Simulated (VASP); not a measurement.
Write the native input for VASP 6.6.1 that does the following.

| Quantity | Value |
| --- | --- |
| Task | electric field gradients |
| Functional | PBEsol |
| Potentials or basis | VASP PAW PBE potentials, release 64 (Ba_sv) |
| Cutoff | 520 eV |
| k mesh | 10 × 10 × 10 |
| Occupations | fermi-dirac, width 0.05 eV |
| Spin | no spin polarisation |
| Dipole correction | no |
| Further INCAR settings | ALGO = Normal; EDIFF = 1e-08; NBANDS = 11 |

The structure of Ba lies in POSCAR:

```
Ba
1.0
   -2.5490320561      2.5490320561      2.5490320561
    2.5490320561     -2.5490320561      2.5490320561
    2.5490320561      2.5490320561     -2.5490320561
Ba
1
Direct
    0.0000000000      0.0000000000      0.0000000000
```

This cell differs from its parent crystal: volume scaled by 1.06.

One way to write it, as run:

INCAR

```
SYSTEM = Ba
PREC = Accurate
ENCUT = 520
EDIFF = 1E-8
ISMEAR = -1
SIGMA = 0.05
LREAL = .FALSE.
LASPH = .TRUE.
NELM = 80
ALGO = Normal
ISIF = 2
LWAVE = .FALSE.
LCHARG = .FALSE.
GGA = PS
LEFG = .TRUE.
NBANDS = 11
```

KPOINTS

```
regular mesh
0
G
  10 10 10
  0 0 0
```

Potentials or basis: VASP PAW PBE potentials, release 64 (Ba_sv).

Launch:

```sh
$ cat potpaw_PBE.64/Ba_sv/POTCAR > POTCAR
$ mpirun -np 1 vasp_std > vasp.out
```

It gave:

The pressure is -1.0 GPa and the band gap on the k mesh is zero (band 5 reaches 1.66 eV, above the bottom of band 6 at 0.91 eV).

Caveat: without QUAD_EFG the Cq values of the log hold for a quadrupole moment of 1 mb, not for the nuclei; the PAW data sets were made with another functional, which shifts forces and pressure a little; spin-orbit coupling is left out, which moves the levels of the heavy elements.

Wall time 20 s on 1 thread of Intel(R) Xeon(R) 6975P-C (Granite Rapids), on a shared host, peak memory 0.21 GiB.
